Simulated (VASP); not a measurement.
Input of a VASP 6.6.1 run:

INCAR

```
ALGO = Normal
EDIFF = 1E-6
ENCUT = 500
GGA = PS
GGA_COMPAT = False
ISIF = 2
ISMEAR = 1
LASPH = True
LCHARG = True
LELF = True
LREAL = False
LVHAR = True
LWAVE = False
NBANDS = 19
NELM = 120
PREC = Accurate
SIGMA = 0.2
```

The input KPOINTS:

```
k-points
0
Gamma
  5 5 3
```

The input POSCAR:

```
TiSe2
1.0
    3.5360000000      0.0000000000      0.0000000000
   -1.7680000000      3.0622658278      0.0000000000
    0.0000000000      0.0000000000      6.0040000000
Ti Se
1 2
Direct
    0.0000000000      0.0000000000      0.0000000000
    0.3333333333      0.6666666667      0.2552000000
    0.6666666667      0.3333333333      0.7448000000
```

Potentials or basis: VASP PAW PBE potentials, release 64 (Ti_sv, Se).

Run with:

```sh
$ cat potpaw_PBE.64/Ti_sv/POTCAR potpaw_PBE.64/Se/POTCAR > POTCAR
$ mpirun -np 1 vasp_std > vasp.out
```

(1) What does it give for the band gap on the k mesh?

(2) Predict the pressure.

(3) Estimate the largest force.

## Answers

(1) zero (bands 12 and 13 overlap by 0.56 eV).

(2) -2.3 GPa.

(3) 0.009 eV/Å.

Caveat: the k points lie up to 0.41 Å⁻¹ apart, too coarse for converged energies and pressures of a metal; the PAW data sets were made with another functional, which shifts forces and pressure a little; this functional lacks dispersion, which binds layers or chains, so the pressure and a relaxed spacing across them are unreliable.
